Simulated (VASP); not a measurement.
# Mg (Im-3m) in VASP: a series of runs, part 2 of 2

VASP 6.6.1. Earlier steps stand in the parts before.

## 5. Single point, LDA

This run uses another cell than the first one, of 21.55 Å³/atom, 1.707 times its volume.

File INCAR:

```
SYSTEM = Mg
PREC = Accurate
ENCUT = 600
EDIFF = 1E-6
ISMEAR = 0
SIGMA = 0.05
LREAL = .FALSE.
LASPH = .TRUE.
NELM = 120
ALGO = Normal
ISIF = 2
LWAVE = .FALSE.
LCHARG = .FALSE.
NBANDS = 7
GGA_COMPAT = .FALSE.
```

File KPOINTS:

```
regular mesh
0
G
  8 8 8
  0 0 0
```

File POSCAR:

```
Mg
1.0
   -1.7531427670      1.7531427670      1.7531427670
    1.7531427670     -1.7531427670      1.7531427670
    1.7531427670      1.7531427670     -1.7531427670
Mg
1
Direct
    0.0000000000      0.0000000000      0.0000000000
```

Potentials or basis: VASP PAW LDA potentials, release 64 (Mg).

Run with:

```bash
cat potpaw_LDA.64/Mg/POTCAR > POTCAR
mpirun -np 1 vasp_std > vasp.out
```

OUTCAR:

```text
SYSTEM = Mg
   PREC = Accurate
   ENCUT = 600
   EDIFF = 1E-6
   ISMEAR = 0
   LREAL = .FALSE.
   LASPH = .TRUE.
   NELM = 120
   ISIF = 2

 ion  position               nearest neighbor table
   1  0.000  0.000  0.000-

  LATTYP: Found a body centered cubic cell.
 ALAT       =     3.5062855340

  Lattice vectors:

 A1 = (  -1.7531427670,   1.7531427670,   1.7531427670)
 A2 = (   1.7531427670,  -1.7531427670,   1.7531427670)
 A3 = (   1.7531427670,   1.7531427670,  -1.7531427670)

[... 410 lines left out ...]
  band No.  band energies     occupation
      1       0.4611      2.00000
      2       6.1520      0.00000
      3       8.4426      0.00000
      4       9.7903      0.00000
      5      12.4583      0.00000
      6      17.4952      0.00000
      7      19.0536      0.00000

 [... further k-points ...]
[... 5 lines left out ...]
  --------------------------------------------------------------------------------------
  -------------------------------------------------------------------------------------
  Total       -0.0559942     -0.0559942     -0.0559942     -0.0000000      0.0000000     -0.0000000
  in kB       -4.1623785     -4.1623785     -4.1623785     -0.0000000      0.0000000     -0.0000000
  external PRESSURE =      -4.1623785 kB  Pullay stress =       0.0000000 kB

 VOLUME and BASIS-vectors are now :
 -----------------------------------------------------------------------------
  energy-cutoff  :      600.00
  volume of cell :       21.55
      direct lattice vectors                 reciprocal lattice vectors
    -1.753142767  1.753142767  1.753142767     0.000000000  0.285202101  0.285202101
     1.753142767 -1.753142767  1.753142767     0.285202101  0.000000000  0.285202101
     1.753142767  1.753142767 -1.753142767     0.285202101  0.285202101  0.000000000

 POSITION                                       TOTAL-FORCE (eV/Angst)
 -----------------------------------------------------------------------------------
      0.00000      0.00000      0.00000         0.000000     -0.000000      0.000000
 -----------------------------------------------------------------------------------
    total drift:                                0.000000     -0.000000     -0.000000

  FREE ENERGIE OF THE ION-ELECTRON SYSTEM (eV)
  ---------------------------------------------------
  free  energy   TOTEN  =        -1.7737516822 eV

  energy  without entropy=       -1.7727650097  energy(sigma->0) =       -1.77325835
```

Run time: 2.4 s. Hardware: 1 thread of Intel Xeon Platinum 8488C (Sapphire Rapids), shared host; peak memory 0.12 GiB.

Results:

| Quantity | Value |
| --- | --- |
| Free energy | -1.7738 eV |
| Pressure | -0.4 GPa |
| Band gap on the k mesh | zero (band 1 reaches 6.82 eV, above the bottom of band 2 at 1.89 eV) |

## 6. Relaxation of cell and atoms, LDA

This run uses another cell than the first one, of 12.88 Å³/atom, 1.019 times its volume.

File INCAR:

```
SYSTEM = Mg
PREC = Accurate
ENCUT = 600
EDIFF = 1E-7
ISMEAR = 0
SIGMA = 0.05
LREAL = .False.
LASPH = .True.
NELM = 120
ALGO = Normal
ISIF = 3
LWAVE = .False.
LCHARG = .False.
IBRION = 2
NSW = 80
EDIFFG = -0.02
GGA_COMPAT = .False.
NELMIN = 4
```

File KPOINTS:

```
regular mesh
0
Gamma
  8 8 8
  0 0 0
```

File POSCAR:

```
Mg
1.0
   -1.4765000000      1.4765000000      1.4765000000
    1.4765000000     -1.4765000000      1.4765000000
    1.4765000000      1.4765000000     -1.4765000000
Mg
1
Direct
    0.0000000000      0.0000000000      0.0000000000
```

Potentials or basis: VASP PAW LDA potentials, release 64 (Mg).

Run with:

```bash
cat potpaw_LDA.64/Mg/POTCAR > POTCAR
mpirun -np 1 vasp_std > vasp.out
```

Wall time 5.6 s (1 thread of Intel Xeon Platinum 8488C (Sapphire Rapids), shared host); peak memory 0.12 GiB.

It converged, with:

```
Free energy                            : -1.7739 eV
Relaxed volume                         : 21.36 Å³/atom
Relaxed cell                           : a = 3.027 Å, b = 3.027 Å, c = 3.027 Å, α = 109.47°, β = 109.47°, γ = 109.47°
Space group after relaxing (to 0.05 Å) : Im-3m (No. 229)
Energy gained by relaxing              : 962.6 meV/atom
Ionic steps                            : 4
Pressure after relaxing                : -0.1 GPa
Band gap on the k mesh                 : zero (band 1 reaches 6.90 eV, above the bottom of band 2 at 1.94 eV)
```

The path:
```
step  energy change (eV)  largest force (eV/Å)  pressure (GPa)  volume (Å³)
   1              0.0000                0.0000           55.75        12.88
   2             -0.9453                0.0000           -2.84        23.16
   3             -0.9612                0.0000            0.95        20.83
   4             -0.9626                0.0000           -0.06        21.36
```

Final structure:
```
Mg
1.0
    -1.74783    1.74783    1.74783
     1.74783   -1.74783    1.74783
     1.74783    1.74783   -1.74783
Mg
1
Direct
  0.00000 0.00000 0.00000
```

Levels at points of the mesh, in eV from the Fermi level:
```tsv
k point	band 1	band 2	band 3	band 4	band 5
(0.00, 0.00, 0.00)	-7.09	13.57	13.57	13.57	15.75
(0.50, 0.00, 0.00)	-1.40	-0.77	9.04	9.92	10.82
(0.50, 0.50, 0.50)	4.19	4.19	4.19	4.25	4.25
```

Caveat: the k points lie up to 0.32 Å⁻¹ apart in the final cell; the volume moved by over 15 % at a fixed basis, so the end points are rough; the volume moved by +66 % from the deposited cell, more than functionals usually miss.

## 7. Summary

```csv
task,cell,gap on the mesh (eV),pressure (GPa)
single point,"a = 2.541 Å, angles 109.5°, 1 atom",none,60.1
single point,"a = 2.758 Å, angles 109.5°, 1 atom",none,19.6
single point,"a = 2.628 Å, angles 109.5°, 1 atom",none,39.8
single point,"a = 3.037 Å, angles 109.5°, 1 atom",none,-0.4
relaxation of cell and atoms,"relaxed from a = 2.557 Å, angles 109.5°, 1 atom",none,-0.1
```

Alike in all rows: level LDA; potentials or basis VASP PAW LDA potentials, release 64 (Mg); no spin polarisation; k mesh 8 × 8 × 8; cutoff (eV) 600; smearing gaussian 0.05 eV.

Caveats: some runs use coarse meshes; the volume moved by over 15 % at a fixed basis, so the end points are rough (some runs); the volume moved by +66 % from the deposited cell, more than functionals usually miss (some runs).

Absolute energies hang on the potentials; compare differences alone.
